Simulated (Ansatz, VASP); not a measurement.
Two plane-wave programs on Ti

```
CELL_PARAMETERS angstrom
2.95000 0.00000 0.00000
-1.47500 2.55477 0.00000
0.00000 0.00000 4.68600
ATOMIC_POSITIONS crystal
Ti 0.33333 0.66667 0.25000
Ti 0.66667 0.33333 0.75000
```

Alike in both runs: task single point; functional PBE; k mesh 6 × 6 × 4; occupations gaussian, width 0.1 eV; no spin polarisation.

|  | VASP | Ansatz |
| --- | --- | --- |
| version | VASP 6.6.1 | Ansatz 0.2.0 |
| potentials or method | VASP PAW PBE potentials, release 64 (Ti_sv), cutoff 500 eV | scalar-relativistic, plane waves, PAW |
| valence electrons in the cell | 24 | 24 |

|  | VASP | Ansatz | Ansatz less VASP |
| --- | --- | --- | --- |
| gap on the k mesh at the Fermi level (eV) | none | none | - |
| pressure (GPa) | -1.9 | -1.6 | +0.28 |
| traceless stress, the component that is largest in VASP (GPa) | 0.42 | 0.42 | +0.005 |

A gap of «none» marks a metal or a gap that the smearing closes.

The k mesh is coarse, so the values compare programs but aren't converged.
